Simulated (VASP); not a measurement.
Crystal: Te.

```
Te
1.0
     5.22326    0.00000    0.00000
     0.00000    5.22326    0.00000
     0.00000    0.00000    5.22326
Te
4
Direct
  0.87500 0.12500 0.62500
  0.37500 0.37500 0.37500
  0.12500 0.62500 0.87500
  0.62500 0.87500 0.12500
```

Base run:

- Program: VASP 6.6.1
- Functional: PBE
- Potentials or basis: VASP PAW PBE potentials, release 64 (Te)
- Cutoff: 520 eV
- k mesh: 4 × 4 × 4
- Occupations: fermi-dirac, width 0.05 eV
- Spin: no spin polarisation

Its results: band gap on the k mesh zero (band 12 reaches 5.70 eV, above the bottom of band 13 at 5.57 eV); pressure 0.1 GPa.

Task: After a change of settings the same cell gave: band gap on the k mesh zero (band 12 reaches 5.52 eV, above the bottom of band 13 at 5.39 eV); pressure -2.9 GPa. Which change was it?
A. functional from PBE to PBEsol; further incar settings from ALGO = Normal; EDIFF = 1e-07; NBANDS = 20 to ALGO = Normal; EDIFF = 1e-06; NBANDS = 20
B. functional from PBE to LDA; potentials or basis from VASP PAW PBE potentials, release 64 (Te) to VASP PAW LDA potentials, release 64 (Te)
C. functional from PBE to revPBE; further incar settings from ALGO = Normal; EDIFF = 1e-07; NBANDS = 20 to ALGO = Normal; EDIFF = 1e-06; NBANDS = 20
D. functional from PBE to BLYP; further incar settings from ALGO = Normal; EDIFF = 1e-07; NBANDS = 20 to ALGO = Normal; EDIFF = 1e-06; NBANDS = 20

Result: B.

Caveats: spin-orbit coupling is left out, which moves the levels of the heavy elements.
